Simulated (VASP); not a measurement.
# Si15Ni (F-43m) in VASP: single point with PBEsol+U

Aim: the single point of Si15Ni with PBEsol+U.

All numbers are computed with VASP 6.6.1; they aren't measurements. Logs are shortened: lines on timing, memory, paths and dates and some standing lists are left out, and cuts for length are marked.

### 1 The cell of the first run

It takes space group F-43m (No. 216, cubic). Conventional cell: a = 10.874 Å, b = 10.874 Å, c = 10.874 Å, α = 90.00°, β = 90.00°, γ = 90.00°. Within 3.0 Å of Ni (site symmetry -43m) lie 4 Si at 2.26 Å. Within 3.1 Å of Si (site symmetry 2mm) lie 4 Si at 2.36 to 2.38 Å. Si (site symmetry -43m) has 4 Si at 2.36 Å within 3.1 Å. Si (site symmetry 3m) has 1 Ni at 2.26 Å and 3 Si at 2.38 Å within 3.0 Å. Si (site symmetry 3m) has 4 Si at 2.36 Å within 3.1 Å.

### 2 Single point, PBEsol+U, collinear spin, ferromagnetic start

INCAR reads:

```
SYSTEM = Si15Ni
PREC = Accurate ; ENCUT = 520
EDIFF = 1E-7 ; ISMEAR = 0
SIGMA = 0.05 ; LREAL = Auto
LASPH = .True. ; NELM = 150
ALGO = Normal ; ISIF = 2
LWAVE = .False. ; LCHARG = .False.
ISPIN = 2 ; MAGMOM = 4 0 0 0 0 0 0 0 0 0 0 0 0 0 0 0
LORBIT = 11 ; LMAXMIX = 4
LDAU = .True. ; LDAUTYPE = 2
LDAUL = 2 -1 ; LDAUU = 5 0
LDAUJ = 0 0 ; LDAUPRINT = 1
GGA = PS ; NBANDS = 53
```

KPOINTS reads:

```
regular mesh
0
Gamma
  3 3 3
  0 0 0
```

POSCAR reads:

```
Si15Ni
1.0
    0.0000000000      5.4370000000      5.4370000000
    5.4370000000      0.0000000000      5.4370000000
    5.4370000000      5.4370000000      0.0000000000
Ni Si
1 15
Direct
    0.0000000000      0.0000000000      0.0000000000
    0.0008460273      0.0008460273      0.4991539727
    0.0008460273      0.4991539727      0.0008460273
    0.0008460273      0.4991539727      0.4991539727
    0.4991539727      0.0008460273      0.0008460273
    0.4991539727      0.0008460273      0.4991539727
    0.4991539727      0.4991539727      0.0008460273
    0.5000000000      0.5000000000      0.5000000000
    0.1202211774      0.1202211774      0.1202211774
    0.1202211774      0.1202211774      0.6393364679
    0.1202211774      0.6393364679      0.1202211774
    0.1235527506      0.6254824165      0.6254824165
    0.6393364679      0.1202211774      0.1202211774
    0.6254824165      0.1235527506      0.6254824165
    0.6254824165      0.6254824165      0.1235527506
    0.6254824165      0.6254824165      0.6254824165
```

Potentials or basis: VASP PAW PBE potentials, release 64 (Ni, Si).

Command:

```sh
$ cat potpaw_PBE.64/Ni/POTCAR potpaw_PBE.64/Si/POTCAR > POTCAR
$ mpirun -np 1 vasp_std > vasp.out
```

OUTCAR:

```text
SYSTEM = Si15Ni
   PREC = Accurate
   ENCUT = 520
   EDIFF = 1E-7
   ISMEAR = 0
   LREAL = Auto
   LASPH = .True.
   NELM = 150
   ISIF = 2
   ISPIN = 2
   LORBIT = 11
   GGA = PS

 ion  position               nearest neighbor table
   1  0.000  0.000  0.000-  10 2.26  11 2.26  13 2.26   9 2.26
   2  0.001  0.001  0.499-  12 2.36  14 2.36   9 2.38  10 2.38
   3  0.001  0.499  0.001-  12 2.36  15 2.36   9 2.38  11 2.38
   4  0.001  0.499  0.499-  16 2.36  12 2.36  10 2.38  11 2.38
   5  0.499  0.001  0.001-  14 2.36  15 2.36   9 2.38  13 2.38
   6  0.499  0.001  0.499-  16 2.36  14 2.36  10 2.38  13 2.38
[... 8 lines left out ...]
  15  0.625  0.625  0.124-   3 2.36   5 2.36   7 2.36   8 2.36
  16  0.625  0.625  0.625-   4 2.36   6 2.36   7 2.36   8 2.36

  LATTYP: Found a face centered cubic cell.
 ALAT       =    10.8740000000

  Lattice vectors:

 A1 = (   0.0000000000,   5.4370000000,   5.4370000000)
 A2 = (   5.4370000000,   0.0000000000,   5.4370000000)
 A3 = (   5.4370000000,   5.4370000000,   0.0000000000)

Analysis of symmetry for initial positions (statically):
=====================================================================
 Subroutine PRICEL returns:
 Original cell was already a primitive cell.

 Routine SETGRP: Setting up the symmetry group for a
 face centered cubic supercell.

 Subroutine GETGRP returns: Found 24 space group operations
 (whereof 24 operations were pure point group operations)
 out of a pool of 48 trial point group operations.

The static configuration has the point symmetry T_d .

Analysis of symmetry for dynamics (positions and initial velocities):
=====================================================================
 Subroutine PRICEL returns:
 Original cell was already a primitive cell.

 Routine SETGRP: Setting up the symmetry group for a
 face centered cubic supercell.

 Subroutine GETGRP returns: Found 24 space group operations
 (whereof 24 operations were pure point group operations)
 out of a pool of 48 trial point group operations.

The dynamic configuration has the point symmetry T_d .

Analysis of structural, dynamic, and magnetic symmetry:
=====================================================================
 Subroutine PRICEL returns:
 Original cell was already a primitive cell.

 Routine SETGRP: Setting up the symmetry group for a
 face centered cubic supercell.

 Subroutine GETGRP returns: Found 24 space group operations
 (whereof 24 operations were pure point group operations)
 out of a pool of 48 trial point group operations.

The overall configuration has the point symmetry T_d .

 Subroutine INISYM returns: Found 24 space group operations
 (whereof 24 operations are pure point group operations),
 and found     1 'primitive' translations

----------------------------------------------------------------------------------------

                                     Primitive cell

  volume of cell :     321.4460

  direct lattice vectors                    reciprocal lattice vectors
     0.000000000  5.437000000  5.437000000    -0.091962479  0.091962479  0.091962479
     5.437000000  0.000000000  5.437000000     0.091962479 -0.091962479  0.091962479
     5.437000000  5.437000000  0.000000000     0.091962479  0.091962479 -0.091962479

  length of vectors
     7.689079139  7.689079139  7.689079139     0.159283687  0.159283687  0.159283687

  position of ions in fractional coordinates (direct lattice)
     0.000000000  0.000000000  0.000000000
     0.000846027  0.000846027  0.499153973
     0.000846027  0.499153973  0.000846027
     0.000846027  0.499153973  0.499153973
     0.499153973  0.000846027  0.000846027
     0.499153973  0.000846027  0.499153973
[... 8 lines left out ...]
     0.625482416  0.625482416  0.123552751
     0.625482416  0.625482416  0.625482416

  ion indices of the primitive-cell ions
   primitive index   ion index
                 1           1
                 2           2
                 3           3
                 4           4
[... 97 lines left out ...]
   LRPA    =     F    only Hartree local field effects (RPA)
 spin polarized calculation
 Gauss-broadening in eV      SIGMA  =   0.05
  energy-cutoff  :      520.00
  volume of cell :      321.45
 maximum number of plane-waves:      8682
 NGX is ok and might be reduce to    60
   NGX = 29   NGY = 29   NGZ = 29

 number of electron      69.9999991 magnetization       0.2638418

atom =   1  type =  1  l = 2

 onsite density matrix

spin component  1

  0.8317 -0.0000  0.0000 -0.0000 -0.0000
 -0.0000  0.8317  0.0000 -0.0000  0.0000
  0.0000  0.0000  0.9055  0.0000  0.0000
 -0.0000 -0.0000  0.0000  0.8317 -0.0000
 -0.0000  0.0000  0.0000 -0.0000  0.9055

spin component  2

  0.8668  0.0000 -0.0000 -0.0000  0.0000
  0.0000  0.8668  0.0000  0.0000 -0.0000
 -0.0000  0.0000  0.9131 -0.0000  0.0000
 -0.0000  0.0000 -0.0000  0.8668 -0.0000
  0.0000 -0.0000  0.0000 -0.0000  0.9131

 occupancies and eigenvectors

  o =  0.8317  v =  1.0000  0.0000  0.0000  0.0000  0.0000  0.0000  0.0000  0.0000  0.0000  0.0000      0.0000  0.0000  0.0000  0.0000  0.0000  0.0000  0.0000  0.0000  0.0000  0.0000
  o =  0.8317  v =  0.0000 -0.0242  0.0000  0.9997  0.0000  0.0000  0.0000  0.0000  0.0000  0.0000      0.0000  0.0000  0.0000  0.0000  0.0000  0.0000  0.0000  0.0000  0.0000  0.0000
  o =  0.8317  v =  0.0000 -0.9997 -0.0000 -0.0242  0.0000  0.0000  0.0000  0.0000  0.0000  0.0000      0.0000  0.0000  0.0000  0.0000  0.0000  0.0000  0.0000  0.0000  0.0000  0.0000
  o =  0.8668  v =  0.0000  0.0000  0.0000  0.0000  0.0000  0.0000 -0.9855  0.0000  0.1696 -0.0000      0.0000  0.0000  0.0000  0.0000  0.0000  0.0000  0.0000  0.0000  0.0000  0.0000
  o =  0.8668  v =  0.0000  0.0000  0.0000  0.0000  0.0000  1.0000  0.0000  0.0000  0.0000  0.0000      0.0000  0.0000  0.0000  0.0000  0.0000  0.0000  0.0000  0.0000  0.0000  0.0000
  o =  0.8668  v =  0.0000  0.0000  0.0000  0.0000  0.0000  0.0000  0.1696  0.0000  0.9855  0.0000      0.0000  0.0000  0.0000  0.0000  0.0000  0.0000  0.0000  0.0000  0.0000  0.0000
  o =  0.9055  v =  0.0000  0.0000 -1.0000  0.0000  0.0005  0.0000  0.0000  0.0000  0.0000  0.0000      0.0000  0.0000  0.0000  0.0000  0.0000  0.0000  0.0000  0.0000  0.0000  0.0000
  o =  0.9055  v =  0.0000  0.0000  0.0005 -0.0000  1.0000  0.0000  0.0000  0.0000  0.0000  0.0000      0.0000  0.0000  0.0000  0.0000  0.0000  0.0000  0.0000  0.0000  0.0000  0.0000
  o =  0.9131  v =  0.0000  0.0000  0.0000  0.0000  0.0000  0.0000 -0.0000  0.0003 -0.0000  1.0000      0.0000  0.0000  0.0000  0.0000  0.0000  0.0000  0.0000  0.0000  0.0000  0.0000
  o =  0.9131  v =  0.0000  0.0000  0.0000  0.0000  0.0000  0.0000  0.0000  1.0000 -0.0000 -0.0003      0.0000  0.0000  0.0000  0.0000  0.0000  0.0000  0.0000  0.0000  0.0000  0.0000

 number of electron      69.9999992 magnetization      -0.6583212

 Free energy of the ion-electron system (eV)
  ---------------------------------------------------
  ext. energy  EPLUGINS =         0.00000000
  ---------------------------------------------------
  free energy    TOTEN  =       -87.98741294 eV

  energy without entropy =      -87.98177679  energy(sigma->0) =      -87.98459486

 E-fermi :   5.0674     XC(G=0):  -9.5776

 val. band max:        4.9968206049   @ k =  -0.3333   0.3333   0.0000
 cond. band min:       5.0765730912   @ k =   0.0000   0.0000   0.0000
 fundamental gap:      0.0797524863
 Fermi energy:         5.0673713559

 spin component 1

 k-point     1 :       0.0000    0.0000    0.0000
  band No.  band energies     occupation
      1      -6.2088      1.00000
      2      -4.0015      1.00000
      3      -4.0015      1.00000
      4      -4.0015      1.00000
      5      -3.4767      1.00000
      6      -2.2206      1.00000
[... 189 lines left out ...]
     46       9.1387      0.00000
     47       9.3157      0.00000
 Fermi energy:         5.0673713559

 spin component 2

 k-point     1 :       0.0000    0.0000    0.0000
  band No.  band energies     occupation
      1      -6.2324      1.00000
      2      -4.0255      1.00000
      3      -4.0255      1.00000
      4      -4.0255      1.00000
      5      -3.5116      1.00000
      6      -2.2399      1.00000
[... 189 lines left out ...]
     46       9.1216      0.00000
     47       9.2767      0.00000
 [bands above 47 left out]

------------------------ aborting loop because EDIFF is reached ----------------------------------------

  FORCE on cell =-STRESS in cart. coord.  units (eV):
  Direction    XX          YY          ZZ          XY          YZ          ZX
  --------------------------------------------------------------------------------------
  -------------------------------------------------------------------------------------
  Total       -4.9753026     -4.9753026     -4.9753026      0.0000000      0.0000000     -0.0000000
  in kB      -24.7983100    -24.7983100    -24.7983100      0.0000000      0.0000000     -0.0000000
  external PRESSURE =     -24.7983100 kB  Pullay stress =       0.0000000 kB

 VOLUME and BASIS-vectors are now :
 -----------------------------------------------------------------------------
  energy-cutoff  :      520.00
  volume of cell :      321.45
      direct lattice vectors                 reciprocal lattice vectors
     0.000000000  5.437000000  5.437000000    -0.091962479  0.091962479  0.091962479
     5.437000000  0.000000000  5.437000000     0.091962479 -0.091962479  0.091962479
     5.437000000  5.437000000  0.000000000     0.091962479  0.091962479 -0.091962479

 POSITION                                       TOTAL-FORCE (eV/Angst)
 -----------------------------------------------------------------------------------
      0.00000      0.00000      0.00000        -0.000000     -0.000000     -0.000000
      2.71850      2.71850      0.00920        -0.000000     -0.000000     -0.005325
      2.71850      0.00920      2.71850        -0.000000     -0.005325     -0.000000
      5.42780      2.71850      2.71850         0.005325     -0.000000     -0.000000
      0.00920      2.71850      2.71850        -0.005325     -0.000000     -0.000000
      2.71850      5.42780      2.71850        -0.000000      0.005325     -0.000000
[... 8 lines left out ...]
      4.07250      4.07250      6.80150         0.010313      0.010313     -0.010313
      6.80150      6.80150      6.80150        -0.010313     -0.010313     -0.010313
 -----------------------------------------------------------------------------------
    total drift:                                0.000001      0.000001      0.000001

  FREE ENERGIE OF THE ION-ELECTRON SYSTEM (eV)
  ---------------------------------------------------
  free  energy   TOTEN  =       -87.9874129359 eV

  energy  without entropy=      -87.9817767855  energy(sigma->0) =      -87.98459486

 total charge

# of ion       s       p       d       tot
------------------------------------------
    1        0.543   0.399   8.698   9.640
    2        0.760   0.912   0.000   1.673
    3        0.760   0.912   0.000   1.673
    4        0.760   0.912   0.000   1.673
    5        0.760   0.912   0.000   1.673
    6        0.760   0.912   0.000   1.673
[... 8 lines left out ...]
   15        0.753   0.931   0.000   1.684
   16        0.753   0.931   0.000   1.684
--------------------------------------------------
tot         12.002  13.950   8.698  34.650

 magnetization (x)

# of ion       s       p       d       tot
------------------------------------------
    1       -0.009  -0.052  -0.120  -0.182
    2       -0.003  -0.003   0.000  -0.006
    3       -0.003  -0.003   0.000  -0.006
    4       -0.003  -0.003   0.000  -0.006
    5       -0.003  -0.003   0.000  -0.006
    6       -0.003  -0.003   0.000  -0.006
[... 8 lines left out ...]
   15       -0.001  -0.000   0.000  -0.002
   16       -0.001  -0.000   0.000  -0.002
--------------------------------------------------
tot         -0.056  -0.159  -0.120  -0.335
```

Run time: 8.9 min. Hardware: 1 thread of Intel Xeon Platinum 8488C (Sapphire Rapids), shared host; peak memory 0.67 GiB.

Results:

```yaml
Free_energy: -87.9874 eV
Pressure: -2.5 GPa
Largest_force: 0.163 eV/Å
Net_moment: -0.66 μB per cell
Site_moments: Ni -0.18; Si -0.01, -0.00, -0.03 μB
Valence_electrons_inside_the_program's_atomic_spheres: Ni 9.64; Si 1.67, 1.68, 1.64
```

Forces on the atoms (eV/Å):
```
Ni   0.000  0.000  0.000
Si   0.000  0.000 -0.005
Si   0.000 -0.005  0.000
Si   0.005  0.000  0.000
Si  -0.005  0.000  0.000
Si   0.000  0.005  0.000
Si   0.000  0.000  0.005
Si   0.000  0.000  0.000
Si  -0.094 -0.094 -0.094
Si   0.094  0.094 -0.094
Si   0.094 -0.094  0.094
Si  -0.010  0.010  0.010
Si  -0.094  0.094  0.094
Si   0.010 -0.010  0.010
Si   0.010  0.010 -0.010
Si  -0.010 -0.010 -0.010
```

Eigenvalues of the final occupation matrices:
| site | spin | trace | eigenvalues |
| --- | --- | --- | --- |
| site 1 d | 1 | 4.31 | 0.83 0.83 0.83 0.91 0.91 |
| site 1 d | 2 | 4.43 | 0.87 0.87 0.87 0.91 0.91 |

Caveat: the PAW data sets were made with another functional, which shifts forces and pressure a little; the moment fell far below its start of 4 μB, so a state of higher moment may lie lower in energy; the U is typed as a test and isn't derived for this compound. The state reached can hang on the start; a lower one may exist.
